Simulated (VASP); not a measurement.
# PbS (R3m) in VASP: single point with HF

Aim: the single point of PbS with HF.

Everything below comes from runs of VASP 6.6.1. Logs are shortened: lines on timing, memory, paths and dates and some standing lists are left out, and cuts for length are marked.

### Step 1. The cell of the first run

It takes space group R3m (No. 160, trigonal). The conventional cell has a = 4.291 Å, b = 4.291 Å, c = 12.069 Å, α = 90.00°, β = 90.00°, γ = 120.00°. Pb (site symmetry 3m) has 6 S at 2.83 to 3.63 Å within 3.7 Å. Within 3.7 Å of S (site symmetry 3m) lie 6 Pb at 2.83 to 3.63 Å.

### Step 2. Single point, HF

Input file POSCAR:

```
PbS
1.0
    2.1454134356      1.2386550246      4.0228579739
   -2.1454134356      1.2386550246      4.0228579739
    0.0000000000     -2.4773100492      4.0228579739
Pb S
1 1
Direct
    1.0045180901      1.0045180901      1.0045180901
    0.4510832399      0.4510832399      0.4510832399
```

Input file INCAR.step1:

```
PREC     = Accurate       # precision mode
ENCUT    = 520            # plane-wave cutoff, eV
EDIFF    = 1E-5           # SCF threshold, eV
ISMEAR   = -1             # smearing method
SIGMA    = 0.05           # smearing width, eV
LREAL    = False          # projectors in reciprocal space
LASPH    = True           # aspherical terms in the spheres
NELM     = 60             # most SCF steps
ALGO     = Normal         # electronic algorithm
ISIF     = 2              # what is computed and relaxed
LWAVE    = True           # write WAVECAR
GGA      = PE             # functional
NBANDS   = 17             # bands
```

Input file INCAR.step2:

```
PREC     = Accurate       # precision mode
ENCUT    = 520            # plane-wave cutoff, eV
EDIFF    = 1E-6           # SCF threshold, eV
ISMEAR   = -1             # smearing method
SIGMA    = 0.05           # smearing width, eV
LREAL    = False          # projectors in reciprocal space
LASPH    = True           # aspherical terms in the spheres
NELM     = 60             # most SCF steps
ALGO     = Normal         # electronic algorithm
ISIF     = 2              # what is computed and relaxed
LWAVE    = False          # write WAVECAR
LCHARG   = True           # write CHGCAR
GGA      = PE             # functional
LHFCALC  = True           # exact exchange
AEXX     = 1.0            # exact-exchange fraction
ALDAC    = 0.0          
AGGAC    = 0.0          
PRECFOCK = Normal       
LELF     = True           # ELF
LVHAR    = True         
ISTART   = 1            
NBANDS   = 17             # bands
```

Input file KPOINTS:

```
regular mesh
0
Gamma
  4 4 4
```

Potentials or basis: VASP PAW PBE potentials, release 64 (Pb_d, S).

Run with:

```console
$ cat potpaw_PBE.64/Pb_d/POTCAR potpaw_PBE.64/S/POTCAR > POTCAR
$ cp INCAR.step1 INCAR
$ mpirun -np 1 vasp_std > vasp.out
$ cp INCAR.step2 INCAR
$ mpirun -np 1 vasp_std > vasp.out
```

OUTCAR:

```text
PREC = Accurate
   ENCUT = 520
   EDIFF = 1E-6
   ISMEAR = -1
   LREAL = False
   LASPH = True
   NELM = 60
   ISIF = 2
   GGA = PE
   LHFCALC = True
   AEXX = 1.0
   PRECFOCK = Normal
   ISTART = 1

 ion  position               nearest neighbor table
   1  0.005  0.005  0.005-   2 2.83   2 2.83   2 2.83
   2  0.451  0.451  0.451-   1 2.83   1 2.83   1 2.83

  LATTYP: Found a trigonal (rhomboedric) cell.
 ALAT       =     4.7244524929
 COS(alpha) =     0.5875711708

  Lattice vectors:

 A1 = (   2.1454134356,   1.2386550246,   4.0228579739)
 A2 = (  -2.1454134356,   1.2386550246,   4.0228579739)
 A3 = (   0.0000000000,  -2.4773100492,   4.0228579739)

Analysis of symmetry for initial positions (statically):
=====================================================================
 Subroutine PRICEL returns:
 Original cell was already a primitive cell.

 Routine SETGRP: Setting up the symmetry group for a
 trigonal (rhombohedral) supercell.

 Subroutine GETGRP returns: Found  6 space group operations
 (whereof  6 operations were pure point group operations)
 out of a pool of 12 trial point group operations.

The static configuration has the point symmetry C_3v.

Analysis of symmetry for dynamics (positions and initial velocities):
=====================================================================
 Subroutine PRICEL returns:
 Original cell was already a primitive cell.

 Routine SETGRP: Setting up the symmetry group for a
 trigonal (rhombohedral) supercell.

 Subroutine GETGRP returns: Found  6 space group operations
 (whereof  6 operations were pure point group operations)
 out of a pool of 12 trial point group operations.

The dynamic configuration has the point symmetry C_3v.

 Subroutine INISYM returns: Found  6 space group operations
 (whereof  6 operations are pure point group operations),
 and found     1 'primitive' translations

----------------------------------------------------------------------------------------

                                     Primitive cell

  volume of cell :      64.1427

[... 75 lines left out ...]
   NELM   =     60;   NELMIN=  2; NELMDL=  0     # of ELM steps
   EDIFF  = 0.1E-05   stopping-criterion for ELM
   LREAL  =      F    real-space projection
   EDIFFG = 0.1E-04   stopping-criterion for IOM
   NSW    =      0    number of steps for IOM
   IBRION =     -1    ionic relax: 0-MD 1-quasi-New 2-CG
   NFREE  =      0    steps in history (QN), initial steepest desc. (CG)
   ISIF   =      2    stress and relaxation
   ISYM   =      3    0-nonsym 1-usesym 2-fastsym
   POTIM  = 0.5000    time-step for ionic-motion
   TEBEG  =    0.0;   TEEND  =   0.0 temperature during run
   PSTRESS=    0.0 pullay stress
   NELECT =      20.0000    total number of electrons
   NUPDOWN=      -1.0000    fix difference up-down
   EMIN   =  10.00;   EMAX   =-10.00  energy-range for DOS
   EFERMI =   0.00;   METHOD = LEGACY
   ISMEAR =    -1;   SIGMA  =   0.05  broadening in eV -4-tet -1-fermi 0-gaus
   EFERMI_NEDOS =   21; number of points for ismear=-14 and -15
   IALGO  =     38    algorithm
   IMIX   =      1    mixing-type and parameters
     AMIX     =   0.40;   BMIX     =  1.00
     AMIX_MAG =   1.60;   BMIX_MAG =  1.00
  volume/ion in A,a.u.               =      32.07       216.43
  Fermi-wavevector in a.u.,A,eV,Ry     =   1.110118  2.097818 16.767296  1.232361
  Thomas-Fermi vector in A             =   2.246666
   LORBIT       =      0    0 simple, 1 ext, 2 COOP (PROOUT), +10 PAW based schemes
   GGA     = PE    functional components
   LHFCALC =     T    Hartree Fock is set to
   PRECFOCK=normal    Normal, Fast or Accurate (Low or Medium for compatibility)
   ENCUT4O =  -1.0   cutoff for four orbital integrals eV
   NKREDX  =     1    reduce k-point grid by
   NKREDY  =     1    reduce k-point grid by
   NKREDZ  =     1    reduce k-point grid by
   AEXX    =    1.0000 exact exchange contribution
   HFSCREEN=    0.0000 screening length (either q_TF or 0.3 A-1)
   HFSCREENC=   0.0000 screening length for correlation (either q_TF or 0.3 A-1)
   ENCUTFOCK=  -1.0 apply spherical cutoff to Coloumb kernel
   IVDW    =     0    specifies the selected vdW correction
   LEPSILON=     F    determine dielectric tensor
   LRPA    =     F    only Hartree local field effects (RPA)
 non-spin polarized calculation
  energy-cutoff  :      520.00
  volume of cell :       64.14
 maximum number of plane-waves:      1740
  NGX = 28; NGY = 28; NGZ = 28

 number of electron      19.9999997 magnetization

 Free energy of the ion-electron system (eV)
  ---------------------------------------------------
  ext. energy  EPLUGINS =         0.00000000
  ---------------------------------------------------
  free energy    TOTEN  =       -17.91106182 eV

  energy without entropy =      -17.91106182  energy(sigma->0) =      -17.91106182

 E-fermi :   2.4897     XC(G=0):   0.0000

 val. band max:        1.4154161981   @ k =   0.5000   0.5000   0.5000
 cond. band min:       8.0726176392   @ k =   0.5000   0.0000   0.0000
 fundamental gap:      6.6572014410
 Fermi energy:         2.4896654259

 k-point     1 :       0.0000    0.0000    0.0000
  band No.  band energies     occupation
      1     -21.4010      2.00000
      2     -21.4010      2.00000
      3     -21.3597      2.00000
      4     -21.3341      2.00000
      5     -21.3341      2.00000
      6     -16.4543      2.00000
[... 237 lines left out ...]
      4     -21.3259      2.00000
      5     -21.3259      2.00000
      6     -15.8860      2.00000
[... 9 lines left out ...]
     16      19.0612      0.00000
     17      19.3782      0.00000

------------------------ aborting loop because EDIFF is reached ----------------------------------------

  FORCE on cell =-STRESS in cart. coord.  units (eV):
  Direction    XX          YY          ZZ          XY          YZ          ZX
  --------------------------------------------------------------------------------------
  -------------------------------------------------------------------------------------
  Total       -0.1504563     -0.1504563     -0.1841340      0.0000000     -0.0000000      0.0000000
  in kB       -3.7581460     -3.7581460     -4.5993591      0.0000000     -0.0000000      0.0000000
  external PRESSURE =      -4.0385503 kB  Pullay stress =       0.0000000 kB

 VOLUME and BASIS-vectors are now :
 -----------------------------------------------------------------------------
  energy-cutoff  :      520.00
  volume of cell :       64.14
      direct lattice vectors                 reciprocal lattice vectors
     2.145413436  1.238655025  4.022857974     0.233055313  0.134554548  0.082859831
    -2.145413436  1.238655025  4.022857974    -0.233055313  0.134554548  0.082859831
     0.000000000 -2.477310049  4.022857974     0.000000000 -0.269109096  0.082859831

 POSITION                                       TOTAL-FORCE (eV/Angst)
 -----------------------------------------------------------------------------------
      0.00000      0.00000      0.05453         0.000000      0.000000     -0.029645
      0.00000      0.00000      5.44393         0.000000      0.000000      0.029645
 -----------------------------------------------------------------------------------
    total drift:                                0.000004      0.000004      0.000214

  FREE ENERGIE OF THE ION-ELECTRON SYSTEM (eV)
  ---------------------------------------------------
  free  energy   TOTEN  =       -17.9110618216 eV

  energy  without entropy=      -17.9110618216  energy(sigma->0) =      -17.91106182
```

OSZICAR.step1:

```text
N       E                     dE             d eps       ncg     rms          rms(c)
DAV:   1     0.164438834674E+03    0.16444E+03   -0.94791E+03   442   0.117E+03
DAV:   2     0.447591762954E+01   -0.15996E+03   -0.15444E+03   462   0.306E+02
DAV:   3    -0.879761000210E+01   -0.13274E+02   -0.13145E+02   564   0.938E+01
DAV:   4    -0.922343730903E+01   -0.42583E+00   -0.42542E+00   620   0.189E+01
DAV:   5    -0.923694757833E+01   -0.13510E-01   -0.13509E-01   643   0.319E+00    0.432E+00
DAV:   6    -0.862788664300E+01    0.60906E+00   -0.19974E+00   654   0.880E+00    0.317E+00
DAV:   7    -0.863382658574E+01   -0.59399E-02   -0.14452E-01   500   0.191E+00    0.178E+00
DAV:   8    -0.863747083250E+01   -0.36442E-02   -0.17956E-02   555   0.132E+00    0.197E-01
DAV:   9    -0.863732848488E+01    0.14235E-03   -0.42215E-03   691   0.452E-01    0.134E-01
DAV:  10    -0.863766929301E+01   -0.34081E-03   -0.62138E-04   493   0.134E-01    0.370E-02
DAV:  11    -0.863771499885E+01   -0.45706E-04   -0.75346E-05   604   0.660E-02    0.241E-02
DAV:  12    -0.863771740570E+01   -0.24068E-05   -0.65666E-06   421   0.211E-02
   1 F= -.86377174E+01 E0= -.86377173E+01  d E =-.206212E-06
```

Wall time 36 min (1 thread of AMD EPYC 7R43 (Zen 3), shared host); peak memory 0.18 GiB.

Results:

```yaml
Free_energy: -17.9111 eV
Pressure: -0.4 GPa
Largest_force: 0.030 eV/Å
Band_gap_on_the_k_mesh: 6.66 eV (least direct gap 6.87 eV)
```

Forces on the atoms (eV/Å):
```
Pb   0.000  0.000 -0.030
S    0.000  0.000  0.030
```

Stress tensor (GPa, compression positive):
```
-0.38  0.00  0.00
 0.00 -0.38  0.00
 0.00  0.00 -0.46
```

Caveat: the k points lie up to 0.44 Å⁻¹ apart; the PAW data sets were made with another functional, which shifts forces and pressure a little; spin-orbit coupling is left out, which moves the levels of the heavy elements. A k mesh can miss the band edges.
